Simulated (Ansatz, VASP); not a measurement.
CdS: VASP beside Ansatz

Contents of POSCAR:

```
CdS
1.0
    3.3869086123      0.0000000000      0.0000000000
    0.0000000000      3.3869086123      0.0000000000
    0.0000000000      0.0000000000      3.3869086123
Cd S
1 1
Direct
    0.0000000000      0.0000000000      0.0000000000
    0.5000000000      0.5000000000      0.5000000000
```

Contents of INCAR.step1:

```
SYSTEM = CdS
PREC = Accurate
ENCUT = 520
EDIFF = 1E-5
ISMEAR = -1
SIGMA = 0.02
LREAL = .False.
LASPH = .True.
NELM = 60
ALGO = Normal
ISIF = 2
LWAVE = .True.
LCHARG = .False.
NBANDS = 16
GGA = PE
```

The input INCAR.step2:

```
SYSTEM = CdS
PREC = Accurate
ENCUT = 520
EDIFF = 1E-6
ISMEAR = -1
SIGMA = 0.02
LREAL = .False.
LASPH = .True.
NELM = 60
ALGO = Normal
ISIF = 2
LWAVE = .False.
LCHARG = .False.
GGA = PE
LHFCALC = .True.
AEXX = 0.3
HFSCREEN = 0.5
PRECFOCK = Normal
NBANDS = 16
ISTART = 1
```

The input KPOINTS:

```
regular mesh
0
Gamma
  4 4 4
  0 0 0
```

Input for Ansatz:

```yaml
crystal:
  lattice:
    - [3.3869086123, 0.0, 0.0]
    - [0.0, 3.3869086123, 0.0]
    - [0.0, 0.0, 3.3869086123]
  atoms:
    - { symbol: Cd, position: [0.0, 0.0, 0.0] }
    - { symbol: S, position: [0.5, 0.5, 0.5] }
kpoints:
  mp_grid: { grid: [4, 4, 4] }
hamiltonian:
  xc: { exchange: pbe, correlation: pbe, exx: { coeff: 0.3, omega: 0.5 } }
scf:
  occupations: { method: fermi_dirac, width: 0.02 }
  n_extra_bands: 4
output:
  forces: true
  stress: true
  eigenvalues: true
```

Alike in both runs: task single point; functional PBE-based screened hybrid with a share of 0.3 of exact exchange and HFSCREEN = 0.5; k mesh 4 × 4 × 4; occupations fermi-dirac, width 0.02 eV; no spin polarisation.

```csv
,VASP,Ansatz
version,VASP 6.6.1,Ansatz 0.2.0
potentials or method,"VASP PAW PBE potentials, release 64 (Cd, S)",plane waves
plane-wave cutoff (eV),520,420
valence electrons in the cell,18,26
```

VASP gave:

| Quantity | Value |
| --- | --- |
| pressure (GPa) | 1.4 |

Which values does Ansatz return?

Pressure (GPa): 1.1.

VASP's potentials were made for PBE, not for PBE-based screened hybrid. VASP's potentials hold 18 valence electrons a cell and Ansatz's 26, so a difference there can come from the potentials and not from the codes. Ansatz's warnings: filled band counts differ across k points, stress exchange threshold loose, stress scf threshold loose.

The k mesh is coarse, so the values compare programs but aren't converged.
